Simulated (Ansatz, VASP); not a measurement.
SrAlZnC6N6: VASP beside Ansatz

INCAR

```
SYSTEM = SrAlZnC6N6
PREC = Accurate ; ENCUT = 520
EDIFF = 1E-7 ; ISMEAR = 0
SIGMA = 0.1 ; LREAL = Auto
LASPH = .TRUE. ; NELM = 150
ALGO = Normal ; ISIF = 2
LWAVE = .FALSE. ; LCHARG = .TRUE.
ISPIN = 2 ; MAGMOM = 0 0 0 1 1 1 1 1 1 1 1 1 1 1 1
LORBIT = 11 ; GGA = PE
LELF = .TRUE. ; LVHAR = .TRUE.
NBANDS = 56
```

The input KPOINTS:

```
Automatic mesh
0
G
  4 4 4
  0 0 0
```

POSCAR

```
SrAlZnC6N6
1.0
    0.0000000000      5.0525000000      5.0525000000
    5.0525000000      0.0000000000      5.0525000000
    5.0525000000      5.0525000000      0.0000000000
Sr Al Zn C N
1 1 1 6 6
Direct
    0.7500000000      0.7500000000      0.7500000000
    0.0000000000      0.0000000000      0.0000000000
    0.5000000000      0.5000000000      0.5000000000
    0.8144482900      0.1855517100      0.1855517100
    0.1855517100      0.1855517100      0.8144482900
    0.8144482900      0.1855517100      0.8144482900
    0.1855517100      0.8144482900      0.8144482900
    0.8144482900      0.8144482900      0.1855517100
    0.1855517100      0.8144482900      0.1855517100
    0.6986640300      0.3013359700      0.3013359700
    0.3013359700      0.3013359700      0.6986640300
    0.6986640300      0.3013359700      0.6986640300
    0.3013359700      0.6986640300      0.6986640300
    0.6986640300      0.6986640300      0.3013359700
    0.3013359700      0.6986640300      0.3013359700
```

Input for Ansatz:

```yaml
crystal:
  lattice:
    - [0.0, 5.0525, 5.0525]
    - [5.0525, 0.0, 5.0525]
    - [5.0525, 5.0525, 0.0]
  atoms:
    - { symbol: Sr, position: [0.75, 0.75, 0.75] }
    - { symbol: Al, position: [0.0, 0.0, 0.0] }
    - { symbol: Zn, position: [0.5, 0.5, 0.5] }
    - { symbol: C, position: [0.81444829, 0.18555171, 0.18555171], spin: 1.0 }
    - { symbol: C, position: [0.18555171, 0.18555171, 0.81444829], spin: 1.0 }
    - { symbol: C, position: [0.81444829, 0.18555171, 0.81444829], spin: 1.0 }
    - { symbol: C, position: [0.18555171, 0.81444829, 0.81444829], spin: 1.0 }
    - { symbol: C, position: [0.81444829, 0.81444829, 0.18555171], spin: 1.0 }
    - { symbol: C, position: [0.18555171, 0.81444829, 0.18555171], spin: 1.0 }
    - { symbol: "N", position: [0.69866403, 0.30133597, 0.30133597], spin: 1.0 }
    - { symbol: "N", position: [0.30133597, 0.30133597, 0.69866403], spin: 1.0 }
    - { symbol: "N", position: [0.69866403, 0.30133597, 0.69866403], spin: 1.0 }
    - { symbol: "N", position: [0.30133597, 0.69866403, 0.69866403], spin: 1.0 }
    - { symbol: "N", position: [0.69866403, 0.69866403, 0.30133597], spin: 1.0 }
    - { symbol: "N", position: [0.30133597, 0.69866403, 0.30133597], spin: 1.0 }
basis:
  ecutwfc: 420
kpoints:
  mp_grid: { grid: [4, 4, 4] }
hamiltonian:
  xc: pbe
scf:
  occupations: { method: gaussian, width: 0.1 }
  lower_state_search: "off"
output:
  forces: true
  stress: true
  eigenvalues: true
  populations: true
magnetization:
  spin_polarized: true
```

Alike in both runs: task single point; functional PBE; k mesh 4 × 4 × 4; occupations gaussian, width 0.1 eV; collinear spin.

```csv
,VASP,Ansatz
version,VASP 6.6.1,Ansatz 0.2.0
potentials or method,"VASP PAW PBE potentials, release 64 (Sr_sv, Al, Zn, C, N), cutoff 520 eV","scalar-relativistic, plane waves, PAW"
valence electrons in the cell,79,79
```

|  | VASP | Ansatz | Ansatz less VASP |
| --- | --- | --- | --- |
| gap on the k mesh at the Fermi level (eV) | none | none | - |
| pressure (GPa) | 11.5 | 11.0 | -0.51 |
| rms of the force components (eV/Å) | 0.620 | 0.787 | +0.1675 |
| net moment per atom (μB) | 0.00 | 0.00 | 0.000 |

Atom by atom the forces differ by 0.200 eV/Å (rms over components). A gap of «none» marks a metal or a gap that the smearing closes. With one functional, cell and mesh, what is left measures potentials, basis and numerics. Ansatz's warnings: seeded moment not kept.

Noted on VASP's run: the standard files for N, O and F lose accuracy on very short bonds.
